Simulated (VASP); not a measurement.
A run of VASP 6.6.1 is set up as follows.

The input POSCAR:

```
Ge
1.0
    1.3552345300     -2.5225005200      0.0000000000
    1.3552345300      2.5225005200      0.0000000000
    0.0000000000      0.0000000000      2.7791779300
Ge
1
Direct
    0.5000000000      0.5000000000      0.0000000000
```

Contents of INCAR.step1:

```
ALGO = Normal ; EDIFF = 1E-4
ENCUT = 520 ; GGA = PE
ISMEAR = 0 ; LASPH = T
LCHARG = F ; LREAL = F
LWAVE = T ; NBANDS = 13
NELM = 60 ; PREC = Accurate
SIGMA = 0.15
```

File INCAR.step2:

```
ALGO = Normal ; EDIFF = 1E-6
ENCUT = 520 ; ISIF = 2
ISMEAR = 0 ; ISTART = 1
LASPH = T ; LCHARG = F
LMIXTAU = T ; LREAL = F
LWAVE = F ; METAGGA = R2SCAN
NBANDS = 13 ; NELM = 60
PREC = Accurate ; SIGMA = 0.15
```

The input KPOINTS:

```
k-points
0
Gamma
  20 20 18
```

Potentials or basis: VASP PAW PBE potentials, release 64 (Ge_d).

The run is started by

```console
$ cat potpaw_PBE.64/Ge_d/POTCAR > POTCAR
$ cp INCAR.step1 INCAR
$ mpirun -np 1 vasp_std > vasp.out
$ cp INCAR.step2 INCAR
$ mpirun -np 1 vasp_std > vasp.out
```

(1) Estimate the band gap on the k mesh.

(2) Predict the pressure.

## Answers

(1) zero (bands 7 and 8 overlap by 9.06 eV).

(2) -0.8 GPa.

Caveat: the cell differs from its parent crystal (strain -0.030 along x and y, +0.030 along z); the stress differs along the axes, from -8 to 4 GPa; the PAW data sets were made with another functional, which shifts forces and pressure a little.
